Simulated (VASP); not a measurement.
Here is a VASP 6.6.1 calculation.

The input INCAR:

```
  PREC = Accurate
  ENCUT = 520
  EDIFF = 1E-6
  ISMEAR = 0
  SIGMA = 0.01
  LREAL = Auto
  LASPH = T
  NELM = 150
  ALGO = Normal
  ISIF = 2
  LWAVE = F
  LCHARG = T
  ISPIN = 2
  MAGMOM = 0 0 0 0 0 0.01 0 0 0 0.01 0 0 0.01 0.04 0 0 0 0 0 0 0.09 0.09 0.01 0.03 0.09 0.08 0.01 0.04 0.09 0 0.04 0.37
  LORBIT = 11
  NUPDOWN = 2.0
  GGA = PE
  LELF = T
  LVHAR = T
  NBANDS = 94
  NELECT = 136.0
```

Contents of KPOINTS:

```
Automatic mesh
0
Gamma
  1 1 1
  0.25 0.25 0.25
```

Contents of POSCAR:

```
Al16GeN15
1.0
    6.2595139092      0.0000000618      0.0000000000
   -3.1297570081      5.4208980298      0.0000000000
    0.0000000000      0.0000000000     10.0348065900
Al N Ge
16 15 1
Direct
    0.3337642467      0.1638082990      0.2520902712
    0.1664767936      0.3339137501      0.5005652741
    0.3305119121      0.1699033013      0.7549269742
    0.1666394031      0.3322034108      1.0064670129
    0.3351141506      0.6665917573      0.2519667262
    0.2003597089      0.8590677515      0.5146860862
    0.3302173481      0.6585777872      0.7540870312
    0.1821499136      0.8396818706      0.9927735668
    0.8319121851      0.1637041436      0.2517012513
    0.6429225605      0.3014726533      0.5135778533
    0.8411611197      0.1690783755      0.7538778633
    0.6583471059      0.3152432606      0.9924070739
    0.8337287085      0.6608970694      0.1765074604
    0.6480554370      0.8525309039      0.5168069294
    0.8348827787      0.6652819182      0.7544120420
    0.6601483979      0.8386992850      0.9939204821
    0.3316234202      0.1700672999      0.4411951858
    0.1677967748      0.3308659657      0.1950846861
    0.3285816767      0.1695384485      0.9400892119
    0.1682518784      0.3314307409      0.6895908687
    0.3319097768      0.6720145051      0.4436973526
    0.1811258245      0.8356151165      0.1807072881
    0.3300305146      0.6601804609      0.9395008702
    0.1729447586      0.8344810433      0.7009943045
    0.8284697712      0.1682979798      0.4434839751
    0.6601633839      0.3142998149      0.1798013011
    0.8388453060      0.1687164769      0.9392982303
    0.6664598019      0.3277513045      0.7004036399
    0.6640493078      0.8348847889      0.1831620807
    0.8321811322      0.6656466170      0.9516025020
    0.6675067969      0.8314577121      0.7002123314
    0.8356217930      0.6682867958      0.4101638338
```

Potentials or basis: VASP PAW PBE potentials, release 64 (Al, N, Ge_d).

Launch:

```bash
$ cat potpaw_PBE.64/Al/POTCAR potpaw_PBE.64/N/POTCAR potpaw_PBE.64/Ge_d/POTCAR > POTCAR
$ mpirun -np 1 vasp_std > vasp.out
```

Q: Estimate the largest force.

A: 0.553 eV/Å.

Forces in eV/Å, atoms in the order of the input:
```
Al   0.101 -0.091 -0.296
Al  -0.476  0.282  0.017
Al   0.098 -0.033  0.067
Al  -0.123  0.074  0.001
Al   0.104 -0.036  0.142
Al   0.307 -0.412  0.177
Al   0.193 -0.057 -0.028
Al  -0.134  0.050  0.031
Al   0.105 -0.074  0.152
Al   0.491 -0.021  0.226
Al   0.115 -0.128 -0.027
Al  -0.121  0.105 -0.008
Al   0.192 -0.056 -0.002
Al   0.114 -0.097 -0.397
Al   0.077 -0.061  0.003
Al  -0.141  0.081 -0.008
N    0.106 -0.084  0.056
N   -0.125  0.063 -0.007
N    0.163 -0.093 -0.061
N   -0.123  0.080 -0.008
N    0.085 -0.077 -0.041
N   -0.228  0.141  0.035
N    0.176 -0.105  0.035
N   -0.245  0.097 -0.110
N    0.117 -0.015 -0.060
N   -0.180  0.170  0.093
N    0.188 -0.117  0.025
N   -0.244  0.117 -0.104
N   -0.257  0.102 -0.145
N    0.222 -0.125 -0.014
N   -0.214  0.161  0.207
Ge  -0.346  0.160  0.047
```

Caveat: the k points lie up to 1.16 Å⁻¹ apart; the cell carries a net charge on a neutralising background, which shifts energy and pressure; the total moment is fixed, so each spin has its own Fermi level.
